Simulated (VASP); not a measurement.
# Fe (P6_3/mmc) in VASP: notebook, part 2 of 2

VASP 6.6.1. Earlier steps stand in the parts before.

### Step 4. Relaxation of cell and atoms, PBE

This run uses another cell than the first one: it holds 2 atoms, not 4.

Contents of INCAR:

```
PREC     = Accurate       # precision mode
ENCUT    = 600            # plane-wave cutoff, eV
EDIFF    = 1E-6           # SCF threshold, eV
ISMEAR   = 0              # smearing method
SIGMA    = 0.1            # smearing width, eV
LREAL    = F              # projectors in reciprocal space
LASPH    = T              # aspherical terms in the spheres
NELM     = 60             # most SCF steps
ALGO     = Fast           # electronic algorithm
ISIF     = 3              # what is computed and relaxed
LWAVE    = F              # write WAVECAR
LCHARG   = F              # write CHGCAR
GGA      = PE             # functional
IBRION   = 2              # ionic algorithm
NSW      = 100            # ionic steps
EDIFFG   = -0.005         # ionic threshold
```

Contents of KPOINTS:

```
Automatic mesh
0
Gamma
  21 21 12
```

Contents of POSCAR:

```
Fe
1.0
    2.4578181175     -0.0000002948      0.0000000000
   -1.2289088034      2.1285330750      0.0000000000
    0.0000000000      0.0000000000      3.8967245069
Fe
2
Direct
    0.0000000000      0.0000000000      0.0000000000
    0.3333333333      0.6666666667      0.5000000000
```

Launch:

```console
cat potpaw_PBE.64/Fe/POTCAR > POTCAR
mpirun -np 1 vasp_std > vasp.out
```

Wall time 3.7 min (1 thread of Intel Xeon Platinum 8488C (Sapphire Rapids), shared host); peak memory 0.22 GiB.

It converged, with:

| Quantity | Value |
| --- | --- |
| Free energy | -16.3122 eV |
| Relaxed volume | 10.18 Å³/atom |
| Relaxed cell | a = 2.459 Å, b = 2.459 Å, c = 3.886 Å, α = 90.00°, β = 90.00°, γ = 120.00° |
| Space group after relaxing (to 0.1 Å) | P6_3/mmc (No. 194) |
| Energy gained by relaxing | 0.1 meV/atom |
| Ionic steps | 10 |
| Pressure after relaxing | 0.0 GPa |
| Band gap on the k mesh | zero (bands 8 and 9 overlap by 1.88 eV) |

The path:
```
step  energy change (eV)  largest force (eV/Å)  pressure (GPa)  volume (Å³)
   1              0.0000                0.0000           -0.36        20.39
   2             -0.0002                0.0000            0.44        20.32
   3             -0.0003                0.0000            0.23        20.34
   4             -0.0003                0.0000           -0.06        20.34
   5             -0.0003                0.0000            0.05        20.34
   6             -0.0003                0.0000            0.18        20.34
   7             -0.0002                0.0000           -0.12        20.36
   8             -0.0003                0.0000            0.05        20.35
   9             -0.0003                0.0000           -0.17        20.35
  10             -0.0003                0.0000           -0.05        20.35
```

Final structure:
```yaml
crystal:
  lattice:
    - [2.45931, 0.00000, 0.00000]
    - [-1.22966, 2.12983, 0.00000]
    - [0.00000, 0.00000, 3.88574]
  atoms:
    - { symbol: Fe, position: [0.00000, 0.00000, 0.00000] }
    - { symbol: Fe, position: [0.33333, 0.66667, 0.50000] }
```

Levels at points of the mesh, in eV from the Fermi level:
| k point | band 5 | band 6 | band 7 | band 8 | band 9 | band 10 | band 11 | band 12 |
| --- | --- | --- | --- | --- | --- | --- | --- | --- |
| (0.00, 0.00, 0.00) | -1.52 | -1.18 | -1.18 | -0.85 | -0.85 | 0.56 | 0.71 | 0.71 |
| (0.00, 0.00, 0.50) | -1.77 | -1.77 | -1.77 | -1.77 | 0.32 | 0.32 | 0.32 | 0.32 |

Caveat: the run has no spin polarisation, though such a crystal can be magnetic. Spin polarisation is off, so any magnetic state and its effect on volume and gap are missing.

### Step 5. Relaxation of cell and atoms, PBE

This run uses another cell than the first one, of 10.20 Å³/atom.

Contents of INCAR:

```
PREC     = Accurate       # precision mode
ENCUT    = 600            # plane-wave cutoff, eV
EDIFF    = 1E-6           # SCF threshold, eV
ISMEAR   = 0              # smearing method
SIGMA    = 0.1            # smearing width, eV
LREAL    = False          # projectors in reciprocal space
LASPH    = True           # aspherical terms in the spheres
NELM     = 100            # most SCF steps
ALGO     = Fast           # electronic algorithm
ISIF     = 3              # what is computed and relaxed
LWAVE    = False          # write WAVECAR
LCHARG   = False          # write CHGCAR
GGA      = PE             # functional
IBRION   = 2              # ionic algorithm
NSW      = 65             # ionic steps
EDIFFG   = -0.01          # ionic threshold
```

Contents of KPOINTS:

```
Automatic mesh
0
Gamma
  21 21 6
```

Contents of POSCAR:

```
Fe
1.0
    2.4606269722      0.0000000000      0.0000000000
   -1.2303134861      2.1309654672      0.0000000000
    0.0000000000      0.0000000000      7.7798082622
Fe
4
Direct
    0.0000000000      0.0000000000      0.0000000000
    0.3333333333      0.6666666667      0.2500000000
    0.0000000000      0.0000000000      0.5000000000
    0.6666666667      0.3333333333      0.7500000000
```

Potentials or basis: VASP PAW PBE potentials, release 64 (Fe).

Launch:

```console
cat potpaw_PBE.64/Fe/POTCAR > POTCAR
mpirun -np 1 vasp_std > vasp.out
```

OUTCAR:

```text
PREC = Accurate
   ENCUT = 600
   EDIFF = 1E-6
   ISMEAR = 0
   LREAL = False
   LASPH = True
   NELM = 100
   ISIF = 3
   GGA = PE
   IBRION = 2
   NSW = 65
   EDIFFG = -0.01

 ion  position               nearest neighbor table
   1  0.000  0.000  0.000-   2 2.41   4 2.41   4 2.41   2 2.41   4 2.41   2 2.41
   2  0.333  0.667  0.250-   1 2.41   3 2.41   1 2.41   3 2.41   1 2.41   3 2.41
   3  0.000  0.000  0.500-   2 2.41   4 2.41   4 2.41   2 2.41   4 2.41   2 2.41
   4  0.667  0.333  0.750-   1 2.41   3 2.41   1 2.41   3 2.41   1 2.41   3 2.41

  LATTYP: Found a hexagonal cell.
 ALAT       =     2.4606269722
 C/A-ratio  =     3.1617178671

  Lattice vectors:

 A1 = (   2.4606269722,   0.0000000000,   0.0000000000)
 A2 = (  -1.2303134861,   2.1309654672,   0.0000000000)
 A3 = (   0.0000000000,   0.0000000000,   7.7798082622)

Analysis of symmetry for initial positions (statically):
=====================================================================
 Subroutine PRICEL returns:
 Original cell was already a primitive cell.

 Routine SETGRP: Setting up the symmetry group for a
 hexagonal supercell.

 Subroutine GETGRP returns: Found 24 space group operations
 (whereof 12 operations were pure point group operations)
 out of a pool of 24 trial point group operations.

The static configuration has the point symmetry D_3d.
 The point group associated with its full space group is D_6h.

Analysis of symmetry for dynamics (positions and initial velocities):
=====================================================================
 Subroutine PRICEL returns:
 Original cell was already a primitive cell.

 Routine SETGRP: Setting up the symmetry group for a
 hexagonal supercell.

 Subroutine GETGRP returns: Found 24 space group operations
 (whereof 12 operations were pure point group operations)
 out of a pool of 24 trial point group operations.

The dynamic configuration has the point symmetry D_3d.
 The point group associated with its full space group is D_6h.

 Subroutine INISYM returns: Found 24 space group operations
 (whereof 12 operations are pure point group operations),
 and found     1 'primitive' translations

----------------------------------------------------------------------------------------

                                     Primitive cell

  volume of cell :      40.7935

  direct lattice vectors                    reciprocal lattice vectors
     2.460626972  0.000000000  0.000000000     0.406400487  0.234635431  0.000000000
    -1.230313486  2.130965467  0.000000000     0.000000000  0.469270861  0.000000000
     0.000000000  0.000000000  7.779808262     0.000000000  0.000000000  0.128537872

  length of vectors
     2.460626972  2.460626972  7.779808262     0.469270861  0.469270861  0.128537872

  position of ions in fractional coordinates (direct lattice)
     0.000000000  0.000000000  0.000000000
     0.333333333  0.666666667  0.250000000
     0.000000000  0.000000000  0.500000000
     0.666666667  0.333333333  0.750000000

  ion indices of the primitive-cell ions
   primitive index   ion index
                 1           1
                 2           2
[... 53 lines left out ...]
  0.142857  0.095238  0.000000     12.000000
  0.190476  0.095238  0.000000     12.000000
 [... further k-points ...]
   k-points           NKPTS =    192   k-points in BZ     NKDIM =    192   number of bands    NBANDS=     20
   number of dos      NEDOS =    301   number of ions     NIONS =      4
   total plane-waves  NPLWV =  25600
   dimension x,y,z NGX =    20 NGY =   20 NGZ =   64
   dimension x,y,z NGXF=    40 NGYF=   40 NGZF=  128
   ions per type =               4
   NGX,Y,Z   is equivalent  to a cutoff of  13.51, 13.51, 13.68 a.u.
   NGXF,Y,Z  is equivalent  to a cutoff of  27.02, 27.02, 27.35 a.u.
 SYSTEM =  unknown system
   PREC   = accura    normal or accurate (medium, high low for compatibility)
   ISTART =      0    job   : 0-new  1-cont  2-samecut
   ICHARG =      2    charge: 1-file 2-atom 10-const
   ISPIN  =      1    spin polarized calculation?
   LNONCOLLINEAR =      F non collinear calculations
   LSORBIT =      F    spin-orbit coupling
   LASPH  =      T    aspherical Exc in radial PAW
   ENCUT  =  600.0 eV  44.10 Ry    6.64 a.u.   4.91  4.91 15.54*2*pi/ulx,y,z
   NELM   =    100;   NELMIN=  2; NELMDL= -5     # of ELM steps
   EDIFF  = 0.1E-05   stopping-criterion for ELM
   LREAL  =      F    real-space projection
   EDIFFG = -.1E-01   stopping-criterion for IOM
   NSW    =     65    number of steps for IOM
   IBRION =      2    ionic relax: 0-MD 1-quasi-New 2-CG
   NFREE  =      1    steps in history (QN), initial steepest desc. (CG)
   ISIF   =      3    stress and relaxation
   ISYM   =      2    0-nonsym 1-usesym 2-fastsym
   POTIM  = 0.5000    time-step for ionic-motion
   TEBEG  =    0.0;   TEEND  =   0.0 temperature during run
   PSTRESS=    0.0 pullay stress
   NELECT =      32.0000    total number of electrons
   NUPDOWN=      -1.0000    fix difference up-down
   EMIN   =  10.00;   EMAX   =-10.00  energy-range for DOS
   EFERMI =   0.00;   METHOD = LEGACY
   ISMEAR =     0;   SIGMA  =   0.10  broadening in eV -4-tet -1-fermi 0-gaus
   EFERMI_NEDOS =   21; number of points for ismear=-14 and -15
   IALGO  =     68    algorithm
   IMIX   =      4    mixing-type and parameters
     AMIX     =   0.40;   BMIX     =  1.00
     AMIX_MAG =   1.60;   BMIX_MAG =  1.00
  volume/ion in A,a.u.               =      10.20        68.82
  Fermi-wavevector in a.u.,A,eV,Ry     =   1.509829  2.853163 31.015623  2.279584
  Thomas-Fermi vector in A             =   2.620100
   LORBIT       =      0    0 simple, 1 ext, 2 COOP (PROOUT), +10 PAW based schemes
   GGA     = PE    functional components
   LHFCALC =     F    Hartree Fock is set to
   AEXX    =    0.0000 exact exchange contribution
   IVDW    =     0    specifies the selected vdW correction
   LEPSILON=     F    determine dielectric tensor
   LRPA    =     F    only Hartree local field effects (RPA)
 conjugate gradient relaxation of ions
 non-spin polarized calculation
 RMM-DIIS sequential band-by-band and
 Gauss-broadening in eV      SIGMA  =   0.10
  energy-cutoff  :      600.00
  volume of cell :       40.79
 maximum number of plane-waves:      1398
 NGX is ok and might be reduce to    20

--------------------------------------- Ionic step        1  -------------------------------------------

 number of electron      31.9999993 magnetization

 Free energy of the ion-electron system (eV)
  ---------------------------------------------------
  ext. energy  EPLUGINS =         0.00000000
  ---------------------------------------------------
  free energy    TOTEN  =       -32.39253461 eV

  energy without entropy =      -32.35501282  energy(sigma->0) =      -32.37377372

------------------------ aborting loop because EDIFF is reached ----------------------------------------

  FORCE on cell =-STRESS in cart. coord.  units (eV):
  Direction    XX          YY          ZZ          XY          YZ          ZX
  --------------------------------------------------------------------------------------
  -------------------------------------------------------------------------------------
  Total       -0.4996417     -0.4996417      1.5486505      0.0000000      0.0000000      0.0000000
  in kB      -19.6235783    -19.6235783     60.8237119      0.0000000      0.0000000      0.0000000
  external PRESSURE =       7.1921851 kB  Pullay stress =       0.0000000 kB
[... 139 lines left out ...]
--------------------------------------- Ionic step        5  -------------------------------------------

 number of electron      32.0000010 magnetization

 Free energy of the ion-electron system (eV)
  ---------------------------------------------------
  ext. energy  EPLUGINS =         0.00000000
  ---------------------------------------------------
  free energy    TOTEN  =       -32.40552374 eV

  energy without entropy =      -32.36908468  energy(sigma->0) =      -32.38730421

 E-fermi :   6.8550     XC(G=0): -13.7766

 val. band max:        6.8544728450   @ k =   0.3333   0.2857   0.3333
 cond. band min:       6.8552096463   @ k =   0.2381   0.0952   0.3333
 fundamental gap:      0.0007368013
 Fermi energy:         6.8550405576

 k-point     1 :       0.0000    0.0000    0.0000
  band No.  band energies     occupation
      1      -2.0229      2.00000
      2       0.3522      2.00000
      3       0.3607      2.00000
      4       1.9732      2.00000
      5       4.7329      2.00000
      6       4.7348      2.00000
[... 541 lines left out ...]
     19       7.0476      0.00645
     20       7.3437      0.00000

 [... further k-points ...]

------------------------ aborting loop because EDIFF is reached ----------------------------------------

  FORCE on cell =-STRESS in cart. coord.  units (eV):
  Direction    XX          YY          ZZ          XY          YZ          ZX
  --------------------------------------------------------------------------------------
  -------------------------------------------------------------------------------------
  Total       -0.0034352     -0.0034352     -0.0228016     -0.0000000      0.0000000      0.0000000
  in kB       -0.1346799     -0.1346799     -0.8939561     -0.0000000      0.0000000      0.0000000
  external PRESSURE =      -0.3877720 kB  Pullay stress =       0.0000000 kB
[... 19 lines left out ...]
  FREE ENERGIE OF THE ION-ELECTRON SYSTEM (eV)
  ---------------------------------------------------
  free  energy   TOTEN  =       -32.4055237427 eV

  energy  without entropy=      -32.3690846800  energy(sigma->0) =      -32.38730421

 reached required accuracy - stopping structural energy minimisation
```

It took 10 min on 1 thread of Intel Xeon Platinum 8488C (Sapphire Rapids), shared host; peak memory 0.29 GiB.

Results:

| Quantity | Value |
| --- | --- |
| Free energy | -32.4055 eV |
| Relaxed volume | 10.22 Å³/atom |
| Relaxed cell | a = 2.447 Å, b = 2.447 Å, c = 7.882 Å, α = 90.00°, β = 90.00°, γ = 120.00° |
| Space group after relaxing (to 0.1 Å) | P6_3/mmc (No. 194) |
| Energy gained by relaxing | 3.2 meV/atom |
| Ionic steps | 5 |
| Pressure after relaxing | 0.0 GPa |

Step by step:
```csv
step,energy change (eV),largest force (eV/Å),pressure (GPa),volume (Å³)
1,0.0000,0.0000,0.72,40.79
2,-0.0108,0.0000,-1.32,41.06
3,-0.0127,0.0000,-0.86,40.99
4,-0.0123,0.0000,1.22,40.69
5,-0.0130,0.0000,-0.04,40.87
```

Final structure:
```cif
data_structure
_symmetry_space_group_name_H-M 'P 1'
_symmetry_Int_Tables_number 1
_cell_length_a 2.4468
_cell_length_b 2.4468
_cell_length_c 7.8822
_cell_angle_alpha 90.000
_cell_angle_beta 90.000
_cell_angle_gamma 120.000
_cell_volume 40.87
loop_
_atom_site_label
_atom_site_type_symbol
_atom_site_fract_x
_atom_site_fract_y
_atom_site_fract_z
_atom_site_occupancy
Fe1 Fe 0.00000 0.00000 0.00000 1
Fe2 Fe 0.33333 0.66667 0.25000 1
Fe3 Fe 0.00000 0.00000 0.50000 1
Fe4 Fe 0.66667 0.33333 0.75000 1
```

Levels at points of the mesh, in eV from the Fermi level:
```csv
k point,band 13,band 14,band 15,band 16,band 17,band 18,band 19,band 20
"(0.00, 0.00, 0.00)",-1.38,-1.31,-1.31,-0.46,-0.46,-0.01,-0.01,0.33
"(0.00, 0.00, 0.50)",-1.51,-1.51,-1.19,-1.19,-0.21,-0.21,-0.21,-0.21
```

Caveat: the highest band is partly filled, so the run has too few bands; the run has no spin polarisation, though such a crystal can be magnetic. Spin polarisation is off, so any magnetic state and its effect on volume and gap are missing.

### Step 6. The runs side by side

| task | cell | k mesh | cutoff (eV) | gap on the mesh (eV) | pressure (GPa) | relaxed volume (Å³/atom) |
| --- | --- | --- | --- | --- | --- | --- |
| single point | a = 2.449, b = 2.449, c = 7.888 Å, angles 90.0, 90.0, 120.0°, 4 atoms, atomic positions A | 21 × 21 × 6 | 520 | none | -0.6 | - |
| single point | a = 2.448, b = 2.448, c = 11.849 Å, angles 90.0, 90.0, 120.0°, 6 atoms, atomic positions B | 21 × 21 × 4 | 520 | none | -0.7 | - |
| relaxation of cell and atoms | relaxed from a = 2.458, b = 2.458, c = 3.897 Å, angles 90.0, 90.0, 120.0°, 2 atoms, atomic positions C | 21 × 21 × 12 | 600 | none | 0.0 | 10.18 |
| relaxation of cell and atoms | relaxed from a = 2.461, b = 2.461, c = 7.780 Å, angles 90.0, 90.0, 120.0°, 4 atoms, atomic positions A | 21 × 21 × 6 | 600 | - | 0.0 | 10.22 |

Alike in all rows: level PBE; potentials or basis VASP PAW PBE potentials, release 64 (Fe); no spin polarisation; smearing gaussian 0.1 eV.

Caveats: the run has no spin polarisation, though such a crystal can be magnetic; the highest band is partly filled, so the run has too few bands (at least some runs).

Total energies depend on the potentials used, so only differences within one code and one set of settings carry meaning.
